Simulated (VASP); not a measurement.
# EuZrF4 (P4/mmm) in VASP: single point with PBE

Aim: the single point of EuZrF4 with PBE.

Program: VASP 6.6.1. These are calculated values, not measurements. Logs are shortened: lines on timing, memory, paths and dates and some standing lists are left out, and cuts for length are marked.

### 1 The cell of the first run

Symmetry: P4/mmm, No. 123, tetragonal system. The conventional cell has a = 4.023 Å, b = 4.023 Å, c = 5.603 Å, α = 90.00°, β = 90.00°, γ = 90.00°. Eu (site symmetry 4/mmm) has 8 F at 2.53 Å within 3.3 Å. Zr (site symmetry 4/mmm) has 8 F at 2.38 Å within 3.1 Å. Within 3.1 Å of F (site symmetry 2mm) lie 2 Zr at 2.38 Å and 2 Eu at 2.53 Å and 6 F at 2.55 to 3.06 Å.

The cell was generated, and may not be a known phase.

### 2 Single point, PBE, collinear spin, ferrimagnetic start

Input file INCAR:

```
SYSTEM = EuZrF4
PREC = Accurate
ENCUT = 600
EDIFF = 1E-6
ISMEAR = 0
SIGMA = 0.1
LREAL = .False.
LASPH = .True.
NELM = 200
ALGO = Normal
ISIF = 2
LWAVE = .False.
LCHARG = .False.
ISPIN = 2
MAGMOM = 7.39 -0.99 0 0 0 0
LORBIT = 11
LMAXMIX = 6
GGA = PE
NBANDS = 42
GGA_COMPAT = .False.
KPAR = 4
```

Input file KPOINTS:

```
Automatic mesh
0
Gamma
  10 10 8
  0 0 0
```

Input file POSCAR:

```
EuZrF4
1.0
    4.0229407948      0.0000000000      0.0000000000
    0.0000000000      4.0229407948      0.0000000000
    0.0000000000      0.0000000000      5.6031273775
Eu Zr F
1 1 4
Direct
    0.5000000000      0.5000000000      0.0000000000
    0.0000000000      0.0000000000      0.5000000000
    0.0000000000      0.5000000000      0.2727822786
    0.5000000000      0.0000000000      0.2727822786
    0.0000000000      0.5000000000      0.7272177214
    0.5000000000      0.0000000000      0.7272177214
```

Potentials or basis: VASP PAW PBE potentials, release 64 (Eu, Zr_sv, F).

Launch:

```bash
$ cat potpaw_PBE.64/Eu/POTCAR potpaw_PBE.64/Zr_sv/POTCAR potpaw_PBE.64/F/POTCAR > POTCAR
$ mpirun -np 4 vasp_std > vasp.out
```

OUTCAR:

```text
SYSTEM = EuZrF4
   PREC = Accurate
   ENCUT = 600
   EDIFF = 1E-6
   ISMEAR = 0
   LREAL = .False.
   LASPH = .True.
   NELM = 200
   ISIF = 2
   ISPIN = 2
   LORBIT = 11
   GGA = PE

 ion  position               nearest neighbor table
   1  0.500  0.500  0.000-   3 2.53   4 2.53   5 2.53   6 2.53   4 2.53   6 2.53   3 2.53   5 2.53

   2  0.000  0.000  0.500-   3 2.38   4 2.38   5 2.38   6 2.38   3 2.38   5 2.38   4 2.38   6 2.38

   3  0.000  0.500  0.273-   2 2.38   2 2.38   1 2.53   1 2.53
   4  0.500  0.000  0.273-   2 2.38   2 2.38   1 2.53   1 2.53
   5  0.000  0.500  0.727-   2 2.38   2 2.38   1 2.53   1 2.53
   6  0.500  0.000  0.727-   2 2.38   2 2.38   1 2.53   1 2.53

  LATTYP: Found a simple tetragonal cell.
 ALAT       =     4.0229407948
 C/A-ratio  =     1.3927938946

  Lattice vectors:

 A1 = (   4.0229407948,   0.0000000000,   0.0000000000)
 A2 = (   0.0000000000,   4.0229407948,   0.0000000000)
 A3 = (   0.0000000000,   0.0000000000,   5.6031273775)

Analysis of symmetry for initial positions (statically):
=====================================================================
 Subroutine PRICEL returns:
 Original cell was already a primitive cell.

 Routine SETGRP: Setting up the symmetry group for a
 simple tetragonal supercell.

 Subroutine GETGRP returns: Found 16 space group operations
 (whereof 16 operations were pure point group operations)
 out of a pool of 16 trial point group operations.

The static configuration has the point symmetry D_4h.

Analysis of symmetry for dynamics (positions and initial velocities):
=====================================================================
 Subroutine PRICEL returns:
 Original cell was already a primitive cell.

 Routine SETGRP: Setting up the symmetry group for a
 simple tetragonal supercell.

 Subroutine GETGRP returns: Found 16 space group operations
 (whereof 16 operations were pure point group operations)
 out of a pool of 16 trial point group operations.

The dynamic configuration has the point symmetry D_4h.

Analysis of structural, dynamic, and magnetic symmetry:
=====================================================================
 Subroutine PRICEL returns:
 Original cell was already a primitive cell.

 Routine SETGRP: Setting up the symmetry group for a
 simple tetragonal supercell.

 Subroutine GETGRP returns: Found 16 space group operations
 (whereof 16 operations were pure point group operations)
 out of a pool of 16 trial point group operations.

The overall configuration has the point symmetry D_4h.

 Subroutine INISYM returns: Found 16 space group operations
 (whereof 16 operations are pure point group operations),
 and found     1 'primitive' translations

----------------------------------------------------------------------------------------

                                     Primitive cell

  volume of cell :      90.6813

  direct lattice vectors                    reciprocal lattice vectors
     4.022940795  0.000000000  0.000000000     0.248574377  0.000000000  0.000000000
     0.000000000  4.022940795  0.000000000     0.000000000  0.248574377  0.000000000
     0.000000000  0.000000000  5.603127377     0.000000000  0.000000000  0.178471759

  length of vectors
     4.022940795  4.022940795  5.603127377     0.248574377  0.248574377  0.178471759

  position of ions in fractional coordinates (direct lattice)
     0.500000000  0.500000000  0.000000000
     0.000000000  0.000000000  0.500000000
     0.000000000  0.500000000  0.272782279
     0.500000000  0.000000000  0.272782279
     0.000000000  0.500000000  0.727217721
     0.500000000  0.000000000  0.727217721

  ion indices of the primitive-cell ions
   primitive index   ion index
                 1           1
                 2           2
                 3           3
                 4           4
                 5           5
                 6           6

----------------------------------------------------------------------------------------

 KPOINTS: Automatic mesh

Automatic generation of k-mesh.
 Grid dimensions read from file:
 generate k-points for:   10   10    8

 Generating k-lattice:

  Cartesian coordinates                     Fractional coordinates (reciprocal lattice)
     0.024857438  0.000000000  0.000000000     0.100000000  0.000000000  0.000000000
     0.000000000  0.024857438  0.000000000     0.000000000  0.100000000  0.000000000
     0.000000000  0.000000000  0.022308970     0.000000000  0.000000000  0.125000000

  Length of vectors
     0.024857438  0.024857438  0.022308970

  Shift w.r.t. Gamma in fractional coordinates (k-lattice)
     0.000000000  0.000000000  0.000000000

 Subroutine IBZKPT returns following result:
 ===========================================

 Found    105 irreducible k-points:

 Following reciprocal coordinates:
            Coordinates               Weight
  0.000000  0.000000  0.000000      1.000000
  0.100000  0.000000  0.000000      4.000000
  0.200000  0.000000  0.000000      4.000000
  0.300000  0.000000  0.000000      4.000000
  0.400000  0.000000  0.000000      4.000000
  0.500000  0.000000  0.000000      2.000000
[... 16 lines left out ...]
  0.100000  0.000000  0.125000      8.000000
  0.200000  0.000000  0.125000      8.000000
 [... further k-points ...]
   k-points           NKPTS =    105   k-points in BZ     NKDIM =    105   number of bands    NBANDS=     42
   number of dos      NEDOS =    301   number of ions     NIONS =      6
   total plane-waves  NPLWV =  49152
   dimension x,y,z NGX =    32 NGY =   32 NGZ =   48
   dimension x,y,z NGXF=    64 NGYF=   64 NGZF=   96
   ions per type =               1   1   4
   NGX,Y,Z   is equivalent  to a cutoff of  13.22, 13.22, 14.24 a.u.
   NGXF,Y,Z  is equivalent  to a cutoff of  26.45, 26.45, 28.48 a.u.
 SYSTEM =  EuZrF4
   PREC   = accura    normal or accurate (medium, high low for compatibility)
   ISTART =      0    job   : 0-new  1-cont  2-samecut
   ICHARG =      2    charge: 1-file 2-atom 10-const
   ISPIN  =      2    spin polarized calculation?
   LNONCOLLINEAR =      F non collinear calculations
   LSORBIT =      F    spin-orbit coupling
   LASPH  =      T    aspherical Exc in radial PAW
   ENCUT  =  600.0 eV  44.10 Ry    6.64 a.u.   8.03  8.03 11.19*2*pi/ulx,y,z
   NELM   =    200;   NELMIN=  2; NELMDL= -5     # of ELM steps
   EDIFF  = 0.1E-05   stopping-criterion for ELM
   LREAL  =      F    real-space projection
   EDIFFG = 0.1E-04   stopping-criterion for IOM
   NSW    =      0    number of steps for IOM
   IBRION =     -1    ionic relax: 0-MD 1-quasi-New 2-CG
   NFREE  =      0    steps in history (QN), initial steepest desc. (CG)
   ISIF   =      2    stress and relaxation
   ISYM   =      2    0-nonsym 1-usesym 2-fastsym
   POTIM  = 0.5000    time-step for ionic-motion
   TEBEG  =    0.0;   TEEND  =   0.0 temperature during run
   PSTRESS=    0.0 pullay stress
   NELECT =      57.0000    total number of electrons
   NUPDOWN=      -1.0000    fix difference up-down
   EMIN   =  10.00;   EMAX   =-10.00  energy-range for DOS
   EFERMI =   0.00;   METHOD = LEGACY
   ISMEAR =     0;   SIGMA  =   0.10  broadening in eV -4-tet -1-fermi 0-gaus
   EFERMI_NEDOS =   21; number of points for ismear=-14 and -15
   IALGO  =     38    algorithm
   IMIX   =      4    mixing-type and parameters
     AMIX     =   0.40;   BMIX     =  1.00
     AMIX_MAG =   1.60;   BMIX_MAG =  1.00
  volume/ion in A,a.u.               =      15.11       101.99
  Fermi-wavevector in a.u.,A,eV,Ry     =   1.402363  2.650082 26.757526  1.966623
  Thomas-Fermi vector in A             =   2.525132
   LORBIT       =     11    0 simple, 1 ext, 2 COOP (PROOUT), +10 PAW based schemes
   GGA     = PE    functional components
   LHFCALC =     F    Hartree Fock is set to
   AEXX    =    0.0000 exact exchange contribution
   IVDW    =     0    specifies the selected vdW correction
   LEPSILON=     F    determine dielectric tensor
   LRPA    =     F    only Hartree local field effects (RPA)
 spin polarized calculation
 Gauss-broadening in eV      SIGMA  =   0.10
  energy-cutoff  :      600.00
  volume of cell :       90.68
 maximum number of plane-waves:      3060
   NGX = 17   NGY = 17   NGZ = 23

 number of electron      57.0000032 magnetization       5.1111254

 Free energy of the ion-electron system (eV)
  ---------------------------------------------------
  ext. energy  EPLUGINS =         0.00000000
  ---------------------------------------------------
  free energy    TOTEN  =       -45.89119817 eV

  energy without entropy =      -45.88577432  energy(sigma->0) =      -45.88848624

 E-fermi :   6.2452     XC(G=0): -10.0807

 val. band max:        6.2365001800   @ k =   0.1000   0.1000   0.1250
 cond. band min:       6.2717856689   @ k =   0.0000   0.0000   0.2500
 fundamental gap:      0.0352854889
 Fermi energy:         6.2451529002

 spin component 1

 k-point     1 :       0.0000    0.0000    0.0000
  band No.  band energies     occupation
      1     -43.6991      1.00000
      2     -35.8774      1.00000
      3     -22.2103      1.00000
      4     -21.6401      1.00000
      5     -21.6401      1.00000
      6     -20.4611      1.00000
[... 32 lines left out ...]
     39       9.6827      0.00000
     40      10.3039      0.00000

 k-point     2 :       0.1000    0.0000    0.0000
  band No.  band energies     occupation
      1     -43.6987      1.00000
      2     -35.8763      1.00000
      3     -22.1922      1.00000
      4     -21.7191      1.00000
      5     -21.6396      1.00000
      6     -20.4219      1.00000
[... 935 lines left out ...]
     39       9.5292      0.00000
     40      10.2380      0.00000

 k-point    24 :       0.2000    0.0000    0.1250
  band No.  band energies     occupation
      1     -43.6976      1.00000
      2     -35.8733      1.00000
      3     -22.1418      1.00000
      4     -21.8916      1.00000
      5     -21.6381      1.00000
      6     -20.3976      1.00000
[... 32 lines left out ...]
     39       9.4503      0.00000
     40      10.2202      0.00000

 [... further k-points ...]

 spin component 2

 k-point     1 :       0.0000    0.0000    0.0000
  band No.  band energies     occupation
      1     -44.4916      1.00000
      2     -32.7556      1.00000
      3     -22.9496      1.00000
      4     -22.6036      1.00000
      5     -22.6034      1.00000
      6     -20.4928      1.00000
[... 32 lines left out ...]
     39      10.7755      0.00000
     40      10.8453      0.00000

 k-point     2 :       0.1000    0.0000    0.0000
  band No.  band energies     occupation
      1     -44.4912      1.00000
      2     -32.7539      1.00000
      3     -22.9365      1.00000
      4     -22.6502      1.00000
      5     -22.6031      1.00000
      6     -20.4659      1.00000
[... 935 lines left out ...]
     39      10.8077      0.00000
     40      10.8490      0.00000

 k-point    24 :       0.2000    0.0000    0.1250
  band No.  band energies     occupation
      1     -44.4901      1.00000
      2     -32.7493      1.00000
      3     -22.9009      1.00000
      4     -22.7635      1.00000
      5     -22.6016      1.00000
      6     -20.4380      1.00000
[... 32 lines left out ...]
     39      10.8361      0.00000
     40      10.8447      0.00000

 [... further k-points ...]

 [bands above 40 left out]

------------------------ aborting loop because EDIFF is reached ----------------------------------------

  FORCE on cell =-STRESS in cart. coord.  units (eV):
  Direction    XX          YY          ZZ          XY          YZ          ZX
  --------------------------------------------------------------------------------------
  -------------------------------------------------------------------------------------
  Total       -0.4383759     -0.4383759     -0.3647329      0.0000000      0.0000000      0.0000000
  in kB       -7.7453216     -7.7453216     -6.4441821      0.0000000      0.0000000      0.0000000
  external PRESSURE =      -7.3116084 kB  Pullay stress =       0.0000000 kB

 VOLUME and BASIS-vectors are now :
 -----------------------------------------------------------------------------
  energy-cutoff  :      600.00
  volume of cell :       90.68
      direct lattice vectors                 reciprocal lattice vectors
     4.022940795  0.000000000  0.000000000     0.248574377  0.000000000  0.000000000
     0.000000000  4.022940795  0.000000000     0.000000000  0.248574377  0.000000000
     0.000000000  0.000000000  5.603127377     0.000000000  0.000000000  0.178471759

 POSITION                                       TOTAL-FORCE (eV/Angst)
 -----------------------------------------------------------------------------------
      2.01147      2.01147      0.00000         0.000000      0.000000      0.000000
      0.00000      0.00000      2.80156         0.000000      0.000000      0.000000
      0.00000      2.01147      1.52843        -0.000000      0.000000     -0.016009
      2.01147      0.00000      1.52843         0.000000      0.000000     -0.016009
      0.00000      2.01147      4.07469         0.000000     -0.000000      0.016009
      2.01147      0.00000      4.07469        -0.000000     -0.000000      0.016009
 -----------------------------------------------------------------------------------
    total drift:                                0.000000     -0.000000      0.000000

  FREE ENERGIE OF THE ION-ELECTRON SYSTEM (eV)
  ---------------------------------------------------
  free  energy   TOTEN  =       -45.8911981701 eV

  energy  without entropy=      -45.8857743192  energy(sigma->0) =      -45.88848624

 total charge

# of ion       s       p       d       f       tot
--------------------------------------------------
    1        2.018   5.794   0.203   6.825  14.839
    2        2.080   5.938   1.657   0.000   9.675
    3        1.730   4.370   0.000   0.000   6.099
    4        1.730   4.370   0.000   0.000   6.099
    5        1.730   4.370   0.000   0.000   6.099
    6        1.730   4.370   0.000   0.000   6.099
--------------------------------------------------
tot         11.016  29.210   1.860   6.825  48.911

 magnetization (x)

# of ion       s       p       d       f       tot
--------------------------------------------------
    1       -0.019  -0.124   0.019   6.776   6.652
    2       -0.014  -0.005  -1.259   0.000  -1.278
    3       -0.001  -0.022   0.000   0.000  -0.023
    4       -0.001  -0.022   0.000   0.000  -0.023
    5       -0.001  -0.022   0.000   0.000  -0.023
    6       -0.001  -0.022   0.000   0.000  -0.023
--------------------------------------------------
tot         -0.035  -0.217  -1.240   6.776   5.284
```

It took 7.1 min on 4 MPI ranks of Intel Xeon Platinum 8259CL at 2.50GHz (Skylake/Cascade Lake), shared host; peak memory 0.82 GiB.

Results:

```
Free energy                                           : -45.8912 eV
Pressure                                              : -0.7 GPa
Largest force                                         : 0.016 eV/Å
Net moment                                            : 5.11 μB per cell
Site moments                                          : Eu +6.65; Zr -1.28; F -0.02 μB
Valence electrons inside the program's atomic spheres : Eu 14.84; Zr 9.68; F 6.10
```

Forces on the atoms (eV/Å):
```
Eu   0.000  0.000  0.000
Zr   0.000  0.000  0.000
F    0.000  0.000 -0.016
F    0.000  0.000 -0.016
F    0.000  0.000  0.016
F    0.000  0.000  0.016
```

Caveat: spin-orbit coupling is left out, which moves the levels of the heavy elements; a cell with one magnetic atom can't hold antiferromagnetic order, which such compounds often take; semilocal functionals describe open f shells poorly, which spoils levels, moments and volumes. The state reached can hang on the start; a lower one may exist.
